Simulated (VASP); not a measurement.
Here is a VASP 6.6.1 calculation.

The input INCAR:

```
ALGO = Normal ; EDIFF = 1E-6
ENCUT = 500 ; GGA = CA
GGA_COMPAT = F ; ISIF = 2
ISMEAR = 0 ; LASPH = T
LCHARG = T ; LELF = T
LREAL = F ; LVHAR = T
LWAVE = F ; NBANDS = 22
NELM = 120 ; PREC = Accurate
SIGMA = 0.1
```

Contents of KPOINTS:

```
k-points
0
Gamma
  10 10 12
```

File POSCAR:

```
B
1.0
    4.1504435502      0.0000000000      0.0000000000
    0.0000000000      4.1808509005      0.0000000000
    0.0000000000      0.0000000000      3.4056231726
B
8
Direct
    0.0000000000      0.0000000000      0.7497103946
    0.5000000000      0.5000000000      0.7502896054
    0.0000000000      0.0000000000      0.2502896054
    0.5000000000      0.5000000000      0.2497103946
    0.6409541026      0.8573162352      0.0000000000
    0.3590458974      0.1426837648      0.0000000000
    0.1409541026      0.6426837648      0.5000000000
    0.8590458974      0.3573162352      0.5000000000
```

Potentials or basis: VASP PAW LDA potentials, release 64 (B).

Command:

```sh
$ cat potpaw_LDA.64/B/POTCAR > POTCAR
$ mpirun -np 1 vasp_std > vasp.out
```

Problem. Predict the pressure.

Solution. -7.6 GPa.

Problem. Predict the band gap on the k mesh.

Solution. Zero (bands 12 and 13 overlap by 2.15 eV).

Forces on the atoms (eV/Å):
```
B    0.000  0.000  0.000
B    0.000  0.000  0.000
B    0.000  0.000  0.000
B    0.000  0.000  0.000
B    0.017 -0.014  0.000
B   -0.017  0.014  0.000
B    0.017  0.014  0.000
B   -0.017 -0.014  0.000
```

Caveat: the cell stands under tension.
